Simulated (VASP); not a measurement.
# Hf (P-1) in VASP: further runs

Hf is run at these levels: PBEsol, PBE; tasks: single point.

Everything below comes from runs of VASP 6.6.1. Logs are shortened: lines on timing, memory, paths and dates and some standing lists are left out, and cuts for length are marked.

## (1) The cell of the first run

The typed cell holds 1 atom: a = 3.098 Å, b = 3.104 Å, c = 3.119 Å, α = 110.43°, β = 109.32°, γ = 107.05°.

## (2) Single point, PBEsol

The input, INCAR:

```
PREC = Accurate
ENCUT = 520
EDIFF = 1E-7
ISMEAR = 0
SIGMA = 0.025
LREAL = F
LASPH = T
NELM = 100
ALGO = Fast
ISIF = 2
LWAVE = F
LCHARG = F
GGA = PS
NBANDS = 11
```

The input, KPOINTS:

```
regular mesh
0
Gamma
  7 7 8
```

The input, POSCAR:

```
Hf
1.0
   -1.7353850000      1.7880950000      1.8403380000
    1.7684040000     -1.7610630000      1.8463250000
    1.7817980000      1.8074760000     -1.8133060000
Hf
1
Direct
   -0.0165250000     -0.0068030000     -0.0104090000
```

Potentials or basis: VASP PAW PBE potentials, release 64 (Hf_pv).

Command:

```console
cat potpaw_PBE.64/Hf_pv/POTCAR > POTCAR
mpirun -np 1 vasp_std > vasp.out
```

OUTCAR:

```text
PREC = Accurate
   ENCUT = 520
   EDIFF = 1E-7
   ISMEAR = 0
   LREAL = F
   LASPH = T
   NELM = 100
   ISIF = 2
   GGA = PS

 ion  position               nearest neighbor table
   1  0.983  0.993  0.990-

  LATTYP: Found a triclinic cell.
 ALAT       =     3.1888002125
 B/A-ratio  =     1.6052793777
 C/A-ratio  =     0.9735430184
 COS(alpha) =     0.0036106938
 COS(beta)  =     0.3472396574
 COS(gamma) =     0.8160743891

  Lattice vectors:

 A1 = (  -1.8148170000,  -1.8345080000,  -1.8733570000)
 A2 = (  -3.5966150000,  -3.6419840000,  -0.0600510000)
 A3 = (  -1.7684040000,   1.7610630000,  -1.8463250000)

Analysis of symmetry for initial positions (statically):
=====================================================================
 Subroutine PRICEL returns:
 Original cell was already a primitive cell.

 Routine SETGRP: Setting up the symmetry group for a
 triclinic supercell.

 Subroutine GETGRP returns: Found  2 space group operations
 (whereof  1 operations were pure point group operations)
 out of a pool of  2 trial point group operations.

The static configuration has the point symmetry C_1 .
 The point group associated with its full space group is S_2 .

Analysis of symmetry for dynamics (positions and initial velocities):
=====================================================================
 Subroutine PRICEL returns:
 Original cell was already a primitive cell.

 Routine SETGRP: Setting up the symmetry group for a
 triclinic supercell.

 Subroutine GETGRP returns: Found  2 space group operations
 (whereof  1 operations were pure point group operations)
 out of a pool of  2 trial point group operations.

The dynamic configuration has the point symmetry C_1 .
 The point group associated with its full space group is S_2 .

 Subroutine INISYM returns: Found  2 space group operations
 (whereof  1 operations are pure point group operations),
 and found     1 'primitive' translations

----------------------------------------------------------------------------------------

                                     Primitive cell

  volume of cell :      23.5229

  direct lattice vectors                    reciprocal lattice vectors
    -1.735385000  1.788095000  1.840338000    -0.006114966  0.276174409  0.269277762
[... 83 lines left out ...]
   NELM   =    100;   NELMIN=  2; NELMDL= -5     # of ELM steps
   EDIFF  = 0.1E-06   stopping-criterion for ELM
   LREAL  =      F    real-space projection
   EDIFFG = 0.1E-05   stopping-criterion for IOM
   NSW    =      0    number of steps for IOM
   IBRION =     -1    ionic relax: 0-MD 1-quasi-New 2-CG
   NFREE  =      0    steps in history (QN), initial steepest desc. (CG)
   ISIF   =      2    stress and relaxation
   ISYM   =      2    0-nonsym 1-usesym 2-fastsym
   POTIM  = 0.5000    time-step for ionic-motion
   TEBEG  =    0.0;   TEEND  =   0.0 temperature during run
   PSTRESS=    0.0 pullay stress
   NELECT =      10.0000    total number of electrons
   NUPDOWN=      -1.0000    fix difference up-down
   EMIN   =  10.00;   EMAX   =-10.00  energy-range for DOS
   EFERMI =   0.00;   METHOD = LEGACY
   ISMEAR =     0;   SIGMA  =   0.03  broadening in eV -4-tet -1-fermi 0-gaus
   EFERMI_NEDOS =   21; number of points for ismear=-14 and -15
   IALGO  =     68    algorithm
   IMIX   =      4    mixing-type and parameters
     AMIX     =   0.40;   BMIX     =  1.00
     AMIX_MAG =   1.60;   BMIX_MAG =  1.00
  volume/ion in A,a.u.               =      23.52       158.74
  Fermi-wavevector in a.u.,A,eV,Ry     =   1.230961  2.326179 20.616428  1.515265
  Thomas-Fermi vector in A             =   2.365789
   LORBIT       =      0    0 simple, 1 ext, 2 COOP (PROOUT), +10 PAW based schemes
   GGA     = PS    functional components
   LHFCALC =     F    Hartree Fock is set to
   AEXX    =    0.0000 exact exchange contribution
   IVDW    =     0    specifies the selected vdW correction
   LEPSILON=     F    determine dielectric tensor
   LRPA    =     F    only Hartree local field effects (RPA)
 non-spin polarized calculation
 RMM-DIIS sequential band-by-band and
 Gauss-broadening in eV      SIGMA  =   0.03
  energy-cutoff  :      520.00
  volume of cell :       23.52
 maximum number of plane-waves:       646
   NGX = 11   NGY = 11   NGZ = 11

 number of electron      10.0000000 magnetization

 Free energy of the ion-electron system (eV)
  ---------------------------------------------------
  ext. energy  EPLUGINS =         0.00000000
  ---------------------------------------------------
  free energy    TOTEN  =       -10.25727615 eV

  energy without entropy =      -10.25657043  energy(sigma->0) =      -10.25692329

 E-fermi :   4.0820     XC(G=0): -11.1654

 val. band max:        4.0742208340   @ k =  -0.2857  -0.1429   0.3750
 cond. band min:       4.0910866341   @ k =  -0.1429   0.4286  -0.0000
 fundamental gap:      0.0168658001
 Fermi energy:         4.0819654600

 k-point     1 :       0.0000    0.0000    0.0000
  band No.  band energies     occupation
      1     -25.9302      2.00000
      2     -25.8954      2.00000
      3     -25.8878      2.00000
      4      -2.7898      2.00000
      5       5.2440      0.00000
      6       5.5320      0.00000
      7       5.8637      0.00000
      8       7.9686      0.00000
      9       8.4525      0.00000
     10      16.8252      0.00000
     11      17.1168      0.00000
[... 309 lines left out ...]
 k-point    24 :      -0.2857    0.4286   -0.0000
  band No.  band energies     occupation
      1     -26.4862      2.00000
      2     -26.1403      2.00000
      3     -25.9513      2.00000
      4       0.9039      2.00000
      5       3.6844      2.00000
      6       4.2370      0.00000
      7       7.7992      0.00000
      8       8.9375      0.00000
      9       9.9777      0.00000
     10      14.6989      0.00000
     11      16.4329      0.00000

 [... further k-points ...]
[... 5 lines left out ...]
  --------------------------------------------------------------------------------------
  -------------------------------------------------------------------------------------
  Total       -1.4227859     -1.3523061     -1.1834929     -0.3720110     -0.0676196     -0.1366783
  in kB      -96.9077312    -92.1072620    -80.6091872    -25.3381353     -4.6056561     -9.3093302
  external PRESSURE =     -89.8747268 kB  Pullay stress =       0.0000000 kB

 VOLUME and BASIS-vectors are now :
 -----------------------------------------------------------------------------
  energy-cutoff  :      520.00
  volume of cell :       23.52
      direct lattice vectors                 reciprocal lattice vectors
    -1.735385000  1.788095000  1.840338000    -0.006114966  0.276174409  0.269277762
     1.768404000 -1.761063000  1.846325000     0.279247765 -0.005625424  0.268788220
     1.781798000  1.807476000 -1.813306000     0.278126541  0.274563642 -0.004504199

 POSITION                                       TOTAL-FORCE (eV/Angst)
 -----------------------------------------------------------------------------------
      1.81292      1.79813      1.84926         0.000000      0.000000     -0.000000
 -----------------------------------------------------------------------------------
    total drift:                                0.000001     -0.000003     -0.000001

  FREE ENERGIE OF THE ION-ELECTRON SYSTEM (eV)
  ---------------------------------------------------
  free  energy   TOTEN  =       -10.2572761543 eV

  energy  without entropy=      -10.2565704285  energy(sigma->0) =      -10.25692329
```

OSZICAR:

```text
N       E                     dE             d eps       ncg     rms          rms(c)
DAV:   1     0.114683528569E+02    0.11468E+02   -0.56780E+03  4350   0.833E+02
DAV:   2    -0.102319902184E+02   -0.21700E+02   -0.20979E+02  5479   0.151E+02
DAV:   3    -0.106752654508E+02   -0.44328E+00   -0.43825E+00  5415   0.147E+01
DAV:   4    -0.106771014120E+02   -0.18360E-02   -0.18349E-02  4920   0.116E+00
DAV:   5    -0.106771130156E+02   -0.11604E-04   -0.11603E-04  5521   0.803E-02    0.442E+01
RMM:   6    -0.103600695819E+02    0.31704E+00   -0.20959E-01  4408   0.297E+00    0.250E+01
RMM:   7    -0.102605353771E+02    0.99534E-01   -0.37101E-01  4861   0.407E+00    0.144E+00
RMM:   8    -0.102577951398E+02    0.27402E-02   -0.22016E-02  5021   0.135E+00    0.585E-01
RMM:   9    -0.102572527671E+02    0.54237E-03   -0.32118E-03  5271   0.409E-01    0.195E-01
RMM:  10    -0.102572848741E+02   -0.32107E-04   -0.68735E-04  5458   0.195E-01    0.157E-01
RMM:  11    -0.102572732175E+02    0.11657E-04   -0.19632E-04  5492   0.797E-02    0.221E-02
RMM:  12    -0.102572753765E+02   -0.21589E-05   -0.23933E-05  6020   0.287E-02    0.110E-02
RMM:  13    -0.102572764797E+02   -0.11032E-05   -0.29468E-06  6185   0.986E-03    0.169E-02
RMM:  14    -0.102572760857E+02    0.39397E-06   -0.10400E-06  5252   0.559E-03    0.362E-03
RMM:  15    -0.102572762028E+02   -0.11707E-06   -0.17013E-07  4530   0.207E-03    0.118E-03
RMM:  16    -0.102572761543E+02    0.48511E-07   -0.37292E-08  3451   0.114E-03
   1 F= -.10257276E+02 E0= -.10256923E+02  d E =-.705726E-03
```

Wall time 30 s (1 thread of Intel Xeon Platinum 8259CL at 2.50GHz (Skylake/Cascade Lake), shared host); peak memory 0.17 GiB.

What came out:

| Item | Value |
| --- | --- |
| Free energy | -10.2573 eV |
| Pressure | -9.0 GPa |
| Band gap on the k mesh | zero (band 5 reaches 5.26 eV, above the bottom of band 6 at 3.58 eV) |

Caveat: the PAW data sets were made with another functional, which shifts forces and pressure a little; spin-orbit coupling is left out, which moves the levels of the heavy elements.

## (3) Single point, PBEsol

The input, INCAR:

```
SYSTEM = Hf
ALGO     = Normal         ! electronic algorithm
EDIFF    = 1E-6           ! SCF threshold, eV
ENCUT    = 520            ! plane-wave cutoff, eV
GGA      = PS             ! functional
ISIF     = 2              ! what is computed and relaxed
ISMEAR   = 0              ! smearing method
LASPH    = .True.         ! aspherical terms in the spheres
LCHARG   = .True.         ! write CHGCAR
LELF     = .True.         ! ELF
LREAL    = .False.        ! projectors in reciprocal space
LVHAR    = .True.       
LWAVE    = .False.        ! write WAVECAR
NBANDS   = 11             ! bands
NELM     = 60             ! most SCF steps
PREC     = Accurate       ! precision mode
SIGMA    = 0.01           ! smearing width, eV
```

The input, KPOINTS:

```
k-points
0
Gamma
  7 7 8
  0 0 0
```

POSCAR is that of step 2.

Potentials or basis: VASP PAW PBE potentials, release 64 (Hf_pv).

Command:

```console
cat potpaw_PBE.64/Hf_pv/POTCAR > POTCAR
mpirun -np 1 vasp_std > vasp.out
```

OUTCAR:

```text
SYSTEM = Hf
   EDIFF = 1E-6
   ENCUT = 520
   GGA = PS
   ISIF = 2
   ISMEAR = 0
   LASPH = .True.
   LREAL = .False.
   NELM = 60
   PREC = Accurate

 ion  position               nearest neighbor table
   1  0.983  0.993  0.990-

  LATTYP: Found a triclinic cell.
 ALAT       =     3.1888002125
 B/A-ratio  =     1.6052793777
 C/A-ratio  =     0.9735430184
 COS(alpha) =     0.0036106938
 COS(beta)  =     0.3472396574
 COS(gamma) =     0.8160743891
[... 512 lines left out ...]
      1     -26.4857      2.00000
      2     -26.1399      2.00000
      3     -25.9506      2.00000
      4       0.9042      2.00000
      5       3.6843      2.00000
      6       4.2375      0.00000
      7       7.7995      0.00000
      8       8.9378      0.00000
      9       9.9778      0.00000
     10      14.6988      0.00000
     11      16.4322      0.00000

 [... further k-points ...]
[... 5 lines left out ...]
  --------------------------------------------------------------------------------------
  -------------------------------------------------------------------------------------
  Total       -1.4250638     -1.3928812     -1.1566729     -0.3934624     -0.0663124     -0.1450564
  in kB      -97.0628807    -94.8708847    -78.7824368    -26.7992162     -4.5166198     -9.8799713
  external PRESSURE =     -90.2387341 kB  Pullay stress =       0.0000000 kB

 VOLUME and BASIS-vectors are now :
 -----------------------------------------------------------------------------
  energy-cutoff  :      520.00
  volume of cell :       23.52
      direct lattice vectors                 reciprocal lattice vectors
    -1.735385000  1.788095000  1.840338000    -0.006114966  0.276174409  0.269277762
     1.768404000 -1.761063000  1.846325000     0.279247765 -0.005625424  0.268788220
     1.781798000  1.807476000 -1.813306000     0.278126541  0.274563642 -0.004504199

 POSITION                                       TOTAL-FORCE (eV/Angst)
 -----------------------------------------------------------------------------------
      1.81292      1.79813      1.84926         0.000000      0.000000      0.000000
 -----------------------------------------------------------------------------------
    total drift:                                0.000001     -0.000003     -0.000001

  FREE ENERGIE OF THE ION-ELECTRON SYSTEM (eV)
  ---------------------------------------------------
  free  energy   TOTEN  =       -10.2569992823 eV

  energy  without entropy=      -10.2569136279  energy(sigma->0) =      -10.25695646
```

stdout:

```text
POSCAR found type information on POSCAR Hf
 POSCAR found :  1 types and       1 ions
 scaLAPACK will be used
 -----------------------------------------------------------------------------
|                                                                             |
|                                                                             |
|     You enforced a specific xc type in the INCAR file but a different       |
|     I HOPE YOU KNOW WHAT YOU ARE DOING!                                     |
|                                                                             |
 -----------------------------------------------------------------------------

 LDA part: xc-table for (Slater+PW92), standard interpolation
 POSCAR, INCAR and KPOINTS ok, starting setup
 FFT: planning ... GRIDC
 FFT: planning ... GRID_SOFT
 FFT: planning ... GRID
 WAVECAR not read
 entering main loop
```

Wall time 19 s (1 thread of Intel Xeon Platinum 8259CL at 2.50GHz (Skylake/Cascade Lake), shared host); peak memory 0.17 GiB.

What came out:

| Property | Result |
| --- | --- |
| Free energy | -10.2570 eV |
| Pressure | -9.0 GPa |
| Band gap on the k mesh | zero (band 5 reaches 5.26 eV, above the bottom of band 6 at 3.58 eV) |

Stress tensor (GPa, compression positive):
```
-9.71 -2.68 -0.99
-2.68 -9.49 -0.45
-0.99 -0.45 -7.88
```

Levels at points of the mesh, in eV from the Fermi level:
| k point | band 3 | band 4 | band 5 | band 6 | band 7 | band 8 |
| --- | --- | --- | --- | --- | --- | --- |
| (0.00, 0.00, 0.00) | -29.97 | -6.87 | 1.16 | 1.45 | 1.78 | 3.89 |
| (0.00, 0.00, 0.50) | -29.99 | -3.24 | -0.69 | 0.89 | 4.33 | 5.17 |

Caveat: the PAW data sets were made with another functional, which shifts forces and pressure a little; spin-orbit coupling is left out, which moves the levels of the heavy elements.

(Part 1 of 3 ends here.)
